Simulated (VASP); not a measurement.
# Cs2Mg (Fm-3m) in VASP: notebook

Cs2Mg is run at these levels: PBE; tasks: single point, relaxation of cell and atoms.

Everything below comes from runs of VASP 6.6.1. Logs are shortened: lines on timing, memory, paths and dates and some standing lists are left out, and cuts for length are marked.

### Step 1. The cell of the first run

It takes space group Fm-3m (No. 225, cubic). Conventional cell: a = 9.843 Å, b = 9.843 Å, c = 9.843 Å, α = 90.00°, β = 90.00°, γ = 90.00°. Within 5.6 Å of Cs (site symmetry -43m) lie 4 Mg at 4.26 Å and 6 Cs at 4.92 Å. Within 5.6 Å of Mg (site symmetry m-3m) lie 8 Cs at 4.26 Å.

### Step 2. Single point, PBE

Contents of INCAR:

```
SYSTEM = Cs2Mg
PREC = Accurate
ENCUT = 520
EDIFF = 1E-6
ISMEAR = 0
SIGMA = 0.1
LREAL = .FALSE.
LASPH = .TRUE.
NELM = 100
ALGO = Fast
ISIF = 2
LWAVE = .FALSE.
LCHARG = .FALSE.
GGA = PE
NBANDS = 17
```

Contents of KPOINTS:

```
Automatic mesh
0
G
  8 8 8
  0 0 0
```

Contents of POSCAR:

```
Cs2Mg
1.0
    0.0000000000      4.9214370184      4.9214370184
    4.9214370184      0.0000000000      4.9214370184
    4.9214370184      4.9214370184      0.0000000000
Cs Mg
2 1
Direct
    0.2500000000      0.2500000000      0.2500000000
    0.7500000000      0.7500000000      0.7500000000
    0.0000000000      0.0000000000      0.0000000000
```

Potentials or basis: VASP PAW PBE potentials, release 64 (Cs_sv, Mg).

Launch:

```bash
$ cat potpaw_PBE.64/Cs_sv/POTCAR potpaw_PBE.64/Mg/POTCAR > POTCAR
$ mpirun -np 1 vasp_std > vasp.out
```

OUTCAR:

```text
SYSTEM = Cs2Mg
   PREC = Accurate
   ENCUT = 520
   EDIFF = 1E-6
   ISMEAR = 0
   LREAL = .FALSE.
   LASPH = .TRUE.
   NELM = 100
   ISIF = 2
   GGA = PE

 ion  position               nearest neighbor table
   1  0.250  0.250  0.250-
   2  0.750  0.750  0.750-
   3  0.000  0.000  0.000-

  LATTYP: Found a face centered cubic cell.
 ALAT       =     9.8428740368

  Lattice vectors:

 A1 = (   0.0000000000,   4.9214370184,   4.9214370184)
 A2 = (   4.9214370184,   0.0000000000,   4.9214370184)
 A3 = (   4.9214370184,   4.9214370184,   0.0000000000)

Analysis of symmetry for initial positions (statically):
=====================================================================
 Subroutine PRICEL returns:
 Original cell was already a primitive cell.

 Routine SETGRP: Setting up the symmetry group for a
 face centered cubic supercell.

 Subroutine GETGRP returns: Found 48 space group operations
 (whereof 48 operations were pure point group operations)
 out of a pool of 48 trial point group operations.

The static configuration has the point symmetry O_h .

Analysis of symmetry for dynamics (positions and initial velocities):
=====================================================================
 Subroutine PRICEL returns:
 Original cell was already a primitive cell.

 Routine SETGRP: Setting up the symmetry group for a
 face centered cubic supercell.

 Subroutine GETGRP returns: Found 48 space group operations
 (whereof 48 operations were pure point group operations)
 out of a pool of 48 trial point group operations.

The dynamic configuration has the point symmetry O_h .

 Subroutine INISYM returns: Found 48 space group operations
 (whereof 48 operations are pure point group operations),
 and found     1 'primitive' translations

----------------------------------------------------------------------------------------

                                     Primitive cell

  volume of cell :     238.3997

  direct lattice vectors                    reciprocal lattice vectors
     0.000000000  4.921437018  4.921437018    -0.101596342  0.101596342  0.101596342
     4.921437018  0.000000000  4.921437018     0.101596342 -0.101596342  0.101596342
     4.921437018  4.921437018  0.000000000     0.101596342  0.101596342 -0.101596342

  length of vectors
     6.959962978  6.959962978  6.959962978     0.175970027  0.175970027  0.175970027

  position of ions in fractional coordinates (direct lattice)
     0.250000000  0.250000000  0.250000000
     0.750000000  0.750000000  0.750000000
     0.000000000  0.000000000  0.000000000

  ion indices of the primitive-cell ions
   primitive index   ion index
                 1           1
                 2           2
                 3           3

----------------------------------------------------------------------------------------

 KPOINTS: Automatic mesh

Automatic generation of k-mesh.
 Grid dimensions read from file:
 generate k-points for:    8    8    8

 Generating k-lattice:

  Cartesian coordinates                     Fractional coordinates (reciprocal lattice)
    -0.012699543  0.012699543  0.012699543     0.125000000  0.000000000  0.000000000
     0.012699543 -0.012699543  0.012699543     0.000000000  0.125000000  0.000000000
     0.012699543  0.012699543 -0.012699543     0.000000000  0.000000000  0.125000000

  Length of vectors
     0.021996253  0.021996253  0.021996253

  Shift w.r.t. Gamma in fractional coordinates (k-lattice)
     0.000000000  0.000000000  0.000000000

 Subroutine IBZKPT returns following result:
 ===========================================

 Found     29 irreducible k-points:

 Following reciprocal coordinates:
            Coordinates               Weight
  0.000000  0.000000  0.000000      1.000000
  0.125000  0.000000  0.000000      8.000000
  0.250000  0.000000  0.000000      8.000000
  0.375000  0.000000  0.000000      8.000000
  0.500000  0.000000  0.000000      4.000000
  0.125000  0.125000  0.000000      6.000000
[... 16 lines left out ...]
  0.500000  0.250000  0.125000     48.000000
 -0.375000  0.250000  0.125000     24.000000
 [... further k-points ...]
   k-points           NKPTS =     29   k-points in BZ     NKDIM =     29   number of bands    NBANDS=     17
   number of dos      NEDOS =    301   number of ions     NIONS =      3
   total plane-waves  NPLWV = 157464
   dimension x,y,z NGX =    54 NGY =   54 NGZ =   54
   dimension x,y,z NGXF=   108 NGYF=  108 NGZF=  108
   ions per type =               2   1
   NGX,Y,Z   is equivalent  to a cutoff of  12.90, 12.90, 12.90 a.u.
   NGXF,Y,Z  is equivalent  to a cutoff of  25.80, 25.80, 25.80 a.u.
 SYSTEM =  Cs2Mg
   PREC   = accura    normal or accurate (medium, high low for compatibility)
   ISTART =      0    job   : 0-new  1-cont  2-samecut
   ICHARG =      2    charge: 1-file 2-atom 10-const
   ISPIN  =      1    spin polarized calculation?
   LNONCOLLINEAR =      F non collinear calculations
   LSORBIT =      F    spin-orbit coupling
   LASPH  =      T    aspherical Exc in radial PAW
   ENCUT  =  520.0 eV  38.22 Ry    6.18 a.u.  12.94 12.94 12.94*2*pi/ulx,y,z
   NELM   =    100;   NELMIN=  2; NELMDL= -5     # of ELM steps
   EDIFF  = 0.1E-05   stopping-criterion for ELM
   LREAL  =      F    real-space projection
   EDIFFG = 0.1E-04   stopping-criterion for IOM
   NSW    =      0    number of steps for IOM
   IBRION =     -1    ionic relax: 0-MD 1-quasi-New 2-CG
   NFREE  =      0    steps in history (QN), initial steepest desc. (CG)
   ISIF   =      2    stress and relaxation
   ISYM   =      2    0-nonsym 1-usesym 2-fastsym
   POTIM  = 0.5000    time-step for ionic-motion
   TEBEG  =    0.0;   TEEND  =   0.0 temperature during run
   PSTRESS=    0.0 pullay stress
   NELECT =      20.0000    total number of electrons
   NUPDOWN=      -1.0000    fix difference up-down
   EMIN   =  10.00;   EMAX   =-10.00  energy-range for DOS
   EFERMI =   0.00;   METHOD = LEGACY
   ISMEAR =     0;   SIGMA  =   0.10  broadening in eV -4-tet -1-fermi 0-gaus
   EFERMI_NEDOS =   21; number of points for ismear=-14 and -15
   IALGO  =     68    algorithm
   IMIX   =      4    mixing-type and parameters
     AMIX     =   0.40;   BMIX     =  1.00
     AMIX_MAG =   1.60;   BMIX_MAG =  1.00
  volume/ion in A,a.u.               =      79.47       536.27
  Fermi-wavevector in a.u.,A,eV,Ry     =   0.716665  1.354301  6.988072  0.513609
  Thomas-Fermi vector in A             =   1.805145
   LORBIT       =      0    0 simple, 1 ext, 2 COOP (PROOUT), +10 PAW based schemes
   GGA     = PE    functional components
   LHFCALC =     F    Hartree Fock is set to
   AEXX    =    0.0000 exact exchange contribution
   IVDW    =     0    specifies the selected vdW correction
   LEPSILON=     F    determine dielectric tensor
   LRPA    =     F    only Hartree local field effects (RPA)
 non-spin polarized calculation
 RMM-DIIS sequential band-by-band and
 Gauss-broadening in eV      SIGMA  =   0.10
  energy-cutoff  :      520.00
  volume of cell :      238.40
 maximum number of plane-waves:      6447
 NGX is ok and might be reduce to    54
   NGX = 25   NGY = 25   NGZ = 25

 number of electron      20.0000000 magnetization

 Free energy of the ion-electron system (eV)
  ---------------------------------------------------
  ext. energy  EPLUGINS =         0.00000000
  ---------------------------------------------------
  free energy    TOTEN  =        -2.53399853 eV

  energy without entropy =       -2.52790512  energy(sigma->0) =       -2.53095183

 E-fermi :   0.5473     XC(G=0):  -5.9257

 val. band max:        0.4681809608   @ k =  -0.2500   0.5000   0.2500
 cond. band min:       0.5753904145   @ k =  -0.2500   0.3750   0.1250
 fundamental gap:      0.1072094537
 Fermi energy:         0.5473029660

 k-point     1 :       0.0000    0.0000    0.0000
  band No.  band energies     occupation
      1     -22.9023      2.00000
      2     -22.8770      2.00000
      3      -9.7870      2.00000
      4      -9.7870      2.00000
      5      -9.7870      2.00000
      6      -9.6396      2.00000
[... 9 lines left out ...]
     16       4.3584      0.00000
     17       4.3805      0.00000

 k-point     2 :       0.1250    0.0000    0.0000
  band No.  band energies     occupation
      1     -22.9014      2.00000
      2     -22.8780      2.00000
      3      -9.7832      2.00000
      4      -9.7819      2.00000
      5      -9.7819      2.00000
      6      -9.6477      2.00000
[... 9 lines left out ...]
     16       3.9520      0.00000
     17       4.2339      0.00000

 k-point     3 :       0.2500    0.0000    0.0000
  band No.  band energies     occupation
      1     -22.8986      2.00000
      2     -22.8807      2.00000
      3      -9.7721      2.00000
      4      -9.7672      2.00000
      5      -9.7672      2.00000
      6      -9.6695      2.00000
[... 9 lines left out ...]
     16       3.4666      0.00000
     17       3.6726      0.00000

 k-point     4 :       0.3750    0.0000    0.0000
  band No.  band energies     occupation
      1     -22.8944      2.00000
      2     -22.8848      2.00000
      3      -9.7537      2.00000
      4      -9.7445      2.00000
      5      -9.7445      2.00000
      6      -9.6985      2.00000
[... 9 lines left out ...]
     16       2.9516      0.00000
     17       3.6382      0.00000

 k-point     5 :       0.5000    0.0000    0.0000
  band No.  band energies     occupation
      1     -22.8896      2.00000
      2     -22.8896      2.00000
      3      -9.7322      2.00000
      4      -9.7243      2.00000
      5      -9.7183      2.00000
      6      -9.7183      2.00000
[... 9 lines left out ...]
     16       2.7580      0.00000
     17       3.5475      0.00000

 k-point     6 :       0.1250    0.1250    0.0000
  band No.  band energies     occupation
      1     -22.9011      2.00000
      2     -22.8782      2.00000
      3      -9.7911      2.00000
      4      -9.7911      2.00000
      5      -9.7608      2.00000
      6      -9.6714      2.00000
[... 9 lines left out ...]
     16       3.7455      0.00000
     17       4.1418      0.00000

 k-point     7 :       0.2500    0.1250    0.0000
  band No.  band energies     occupation
      1     -22.8990      2.00000
      2     -22.8802      2.00000
      3      -9.7905      2.00000
      4      -9.7895      2.00000
      5      -9.7333      2.00000
      6      -9.7045      2.00000
[... 9 lines left out ...]
     16       3.2836      0.00000
     17       3.7128      0.00000

 k-point     8 :       0.3750    0.1250    0.0000
  band No.  band energies     occupation
      1     -22.8955      2.00000
      2     -22.8836      2.00000
      3      -9.7807      2.00000
      4      -9.7767      2.00000
      5      -9.7389      2.00000
      6      -9.7032      2.00000
[... 9 lines left out ...]
     16       3.2355      0.00000
     17       3.5996      0.00000
[... 203 lines left out ...]
      1     -22.8934      2.00000
      2     -22.8856      2.00000
      3      -9.8386      2.00000
      4      -9.8087      2.00000
      5      -9.8076      2.00000
      6      -9.6285      2.00000
[... 9 lines left out ...]
     16       3.4673      0.00000
     17       3.6619      0.00000

 k-point    20 :      -0.3750    0.3750    0.0000
  band No.  band energies     occupation
      1     -22.8913      2.00000
      2     -22.8878      2.00000
      3      -9.8392      2.00000
      4      -9.7942      2.00000
      5      -9.7901      2.00000
      6      -9.6486      2.00000
[... 9 lines left out ...]
     16       3.0805      0.00000
     17       3.6628      0.00000

 k-point    21 :       0.5000    0.5000    0.0000
  band No.  band energies     occupation
      1     -22.8937      2.00000
      2     -22.8853      2.00000
      3      -9.8486      2.00000
      4      -9.8151      2.00000
      5      -9.8151      2.00000
      6      -9.6202      2.00000
[... 9 lines left out ...]
     16       3.6608      0.00000
     17       3.6659      0.00000

 k-point    22 :       0.3750    0.2500    0.1250
  band No.  band energies     occupation
      1     -22.8968      2.00000
      2     -22.8824      2.00000
      3      -9.8057      2.00000
      4      -9.7743      2.00000
      5      -9.7427      2.00000
      6      -9.6997      2.00000
[... 9 lines left out ...]
     16       3.2323      0.00000
     17       3.5383      0.00000

 k-point    23 :       0.5000    0.2500    0.1250
  band No.  band energies     occupation
      1     -22.8934      2.00000
      2     -22.8857      2.00000
      3      -9.8095      2.00000
      4      -9.7760      2.00000
      5      -9.7500      2.00000
      6      -9.6886      2.00000
[... 9 lines left out ...]
     16       3.1136      0.00000
     17       3.5695      0.00000

 k-point    24 :      -0.3750    0.2500    0.1250
  band No.  band energies     occupation
      1     -22.8895      2.00000
      2     -22.8895      2.00000
      3      -9.8024      2.00000
      4      -9.7964      2.00000
      5      -9.7203      2.00000
      6      -9.7200      2.00000
[... 9 lines left out ...]
     16       2.9973      0.00000
     17       3.4210      0.00000

 [... further k-points ...]
[... 5 lines left out ...]
  --------------------------------------------------------------------------------------
  -------------------------------------------------------------------------------------
  Total       -0.0070399     -0.0070399     -0.0070399     -0.0000000      0.0000000     -0.0000000
  in kB       -0.0473120     -0.0473120     -0.0473120     -0.0000000      0.0000000     -0.0000000
  external PRESSURE =      -0.0473120 kB  Pullay stress =       0.0000000 kB

 VOLUME and BASIS-vectors are now :
 -----------------------------------------------------------------------------
  energy-cutoff  :      520.00
  volume of cell :      238.40
      direct lattice vectors                 reciprocal lattice vectors
     0.000000000  4.921437018  4.921437018    -0.101596342  0.101596342  0.101596342
     4.921437018  0.000000000  4.921437018     0.101596342 -0.101596342  0.101596342
     4.921437018  4.921437018  0.000000000     0.101596342  0.101596342 -0.101596342

 POSITION                                       TOTAL-FORCE (eV/Angst)
 -----------------------------------------------------------------------------------
      2.46072      2.46072      2.46072         0.000000      0.000000      0.000000
      7.38216      7.38216      7.38216        -0.000000     -0.000000     -0.000000
      0.00000      0.00000      0.00000         0.000000      0.000000      0.000000
 -----------------------------------------------------------------------------------
    total drift:                                0.000000      0.000000      0.000000

  FREE ENERGIE OF THE ION-ELECTRON SYSTEM (eV)
  ---------------------------------------------------
  free  energy   TOTEN  =        -2.5339985287 eV

  energy  without entropy=       -2.5279051246  energy(sigma->0) =       -2.53095183
```

It took 2.4 min on 1 thread of Intel Xeon 6975P-C, shared host; peak memory 0.45 GiB.

What came out:

* Free energy: -2.5340 eV
* Pressure: 0.0 GPa
* Band gap on the k mesh: zero (band 10 reaches 0.88 eV, above the bottom of band 11 at 0.47 eV)

Levels at points of the mesh, in eV from the Fermi level:
```csv
k point,band 8,band 9,band 10,band 11,band 12,band 13
"(0.00, 0.00, 0.00)",-10.19,-2.96,0.33,0.33,0.33,1.30
"(0.50, 0.00, 0.00)",-10.26,-2.43,-0.46,0.69,0.69,1.89
"(0.50, 0.50, 0.00)",-10.15,-2.28,-0.61,0.69,0.89,0.89
```

Caveat: spin-orbit coupling is left out, which moves the levels of the heavy elements.

### Step 3. Relaxation of cell and atoms, PBE

This run uses another cell than the first one, of 78.27 Å³/atom, 0.985 times its volume.

Contents of INCAR:

```
ALGO = Fast
EDIFF = 1E-7
EDIFFG = -0.01
ENCUT = 600
GGA = PE
IBRION = 2
ISIF = 3
ISMEAR = 0
LASPH = T
LCHARG = F
LREAL = F
LWAVE = F
NELM = 80
NSW = 100
PREC = Accurate
SIGMA = 0.1
```

Contents of KPOINTS:

```
k-points
0
Gamma
  8 8 8
```

Contents of POSCAR:

```
Cs2Mg
1.0
    0.0000000000      4.8965881279      4.8965881279
    4.8965881279      0.0000000000      4.8965881279
    4.8965881279      4.8965881279      0.0000000000
Cs Mg
2 1
Direct
    0.2500000000      0.2500000000      0.2500000000
    0.7500000000      0.7500000000      0.7500000000
    0.0000000000      0.0000000000      0.0000000000
```

Potentials or basis: VASP PAW PBE potentials, release 64 (Cs_sv, Mg).

Launch:

```bash
$ cat potpaw_PBE.64/Cs_sv/POTCAR potpaw_PBE.64/Mg/POTCAR > POTCAR
$ mpirun -np 1 vasp_std > vasp.out
```

It took 5.5 min on 1 thread of Intel Xeon 6975P-C, shared host; peak memory 0.53 GiB.

The run converged. Its results:

- Free energy: -2.5339 eV
- Relaxed volume: 79.42 Å³/atom
- Relaxed cell: a = 6.959 Å, b = 6.959 Å, c = 6.959 Å, α = 60.00°, β = 60.00°, γ = 60.00°
- Space group after relaxing (to 0.05 Å): Fm-3m (No. 225)
- Energy gained by relaxing: 0.2 meV/atom
- Ionic steps: 3
- Pressure after relaxing: 0.0 GPa
- Band gap on the k mesh: zero (band 10 reaches 0.88 eV, above the bottom of band 11 at 0.47 eV)

Step by step:
| step | energy change (eV) | largest force (eV/Å) | pressure (GPa) | volume (Å³) |
| --- | --- | --- | --- | --- |
| 1 | 0.0000 | 0.0000 | 0.05 | 234.81 |
| 2 | -0.0002 | 0.0000 | 0.04 | 235.67 |
| 3 | -0.0006 | 0.0000 | 0.00 | 238.27 |

Final structure:
```
Cs Mg
1.0
     0.00000    4.92052    4.92052
     4.92052    0.00000    4.92052
     4.92052    4.92052    0.00000
Cs Mg
2 1
Direct
  0.25000 0.25000 0.25000
  0.75000 0.75000 0.75000
  0.00000 0.00000 0.00000
```

Levels at points of the mesh, in eV from the Fermi level:
| k point | band 8 | band 9 | band 10 | band 11 | band 12 | band 13 |
| --- | --- | --- | --- | --- | --- | --- |
| (0.00, 0.00, 0.00) | -10.19 | -2.96 | 0.33 | 0.33 | 0.33 | 1.30 |
| (0.50, 0.00, 0.00) | -10.26 | -2.43 | -0.46 | 0.69 | 0.69 | 1.89 |
| (0.50, 0.50, 0.00) | -10.15 | -2.28 | -0.61 | 0.69 | 0.89 | 0.89 |

Caveat: spin-orbit coupling is left out, which moves the levels of the heavy elements.
